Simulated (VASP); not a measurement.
Wanted: the native input for a VASP 6.6.1 run.

| Property | Result |
| --- | --- |
| Task | single point |
| Functional | PBE |
| Potentials or basis | VASP PAW PBE potentials, release 64 (Na_pv, Sc_sv) |
| Cutoff | 520 eV |
| k mesh | 18 × 18 × 10 |
| Occupations | gaussian, width 0.1 eV |
| Spin | no spin polarisation |
| Dipole correction | no |
| Further INCAR settings | ALGO = Normal; EDIFF = 1e-06; NBANDS = 16 |

The structure of NaSc lies in POSCAR:

```
NaSc
1.0
    3.2619282432      0.0000000000      0.0000000000
   -1.6309641216      2.8249127239      0.0000000000
    0.0000000000      0.0000000000      6.0977062829
Na Sc
1 1
Direct
    0.0000000000      0.0000000000      0.5000000000
    0.3333333333      0.6666666667      0.0000000000
```

The input as run:

INCAR

```
SYSTEM = NaSc
ALGO = Normal
EDIFF = 1E-6
ENCUT = 520
GGA = PE
ISIF = 2
ISMEAR = 0
LASPH = .TRUE.
LCHARG = .FALSE.
LREAL = .FALSE.
LWAVE = .FALSE.
NBANDS = 16
NELM = 100
PREC = Accurate
SIGMA = 0.1
```

KPOINTS

```
k-points
0
G
  18 18 10
  0 0 0
```

Potentials or basis: VASP PAW PBE potentials, release 64 (Na_pv, Sc_sv).

Launch:

```sh
$ cat potpaw_PBE.64/Na_pv/POTCAR potpaw_PBE.64/Sc_sv/POTCAR > POTCAR
$ mpirun -np 1 vasp_std > vasp.out
```

It gave:

```yaml
Pressure: 0.0 GPa
Band_gap_on_the_k_mesh: zero (band 9 reaches 2.19 eV, above the bottom of band 10 at 1.73 eV)
```

It took 49 s on 1 thread of Intel(R) Xeon(R) 6975P-C (Granite Rapids), on a shared host, peak memory 0.32 GiB.
